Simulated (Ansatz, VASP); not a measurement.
AlGa3N4: VASP beside Ansatz

```
Al Ga N
1.0
     4.47102   -0.05157   -0.05157
    -0.05157    4.47102   -0.05157
    -0.05157   -0.05157    4.47102
Al Ga N
1 3 4
Direct
  0.00000 0.00000 0.00000
  0.50000 0.50000 0.00000
  0.50000 0.00000 0.50000
  0.00000 0.50000 0.50000
  0.75481 0.75481 0.24519
  0.75481 0.24519 0.75481
  0.24519 0.75481 0.75481
  0.24519 0.24519 0.24519
```

Change from the starting cell: equal engineering shear yz, xz and xy -0.0233, equal normal strain along x, y and z +0.0100.

Alike in both runs: task single point; functional LDA; k mesh 6 × 6 × 6; occupations gaussian, width 0.05 eV; no spin polarisation.

|  | VASP | Ansatz |
| --- | --- | --- |
| version | VASP 6.6.1 | Ansatz 0.2.0 |
| potentials or method | VASP PAW LDA potentials, release 64 (Al, Ga_d, N), cutoff 520 eV | scalar-relativistic, plane waves, PAW |
| valence electrons in the cell | 62 | 62 |

|  | VASP | Ansatz | Ansatz less VASP |
| --- | --- | --- | --- |
| gap on the k mesh at the Fermi level (eV) | 2.25 | 2.24 | -0.007 |
| least direct gap on the mesh (eV) | 2.25 | 2.24 | -0.007 |
| pressure (GPa) | -4.4 | -5.3 | -0.92 |
| traceless stress, the component that is largest in VASP (GPa) | 4.72 | 4.64 | -0.078 |
| rms of the force components (eV/Å) | 0.218 | 0.209 | -0.0094 |

Ansatz warns that its potentials were made for another functional, while VASP's fit it. LDA's correlation is that of Perdew and Zunger in VASP and of Perdew and Wang (1992) in Ansatz. Atom by atom the forces differ by 0.015 eV/Å (rms over components).
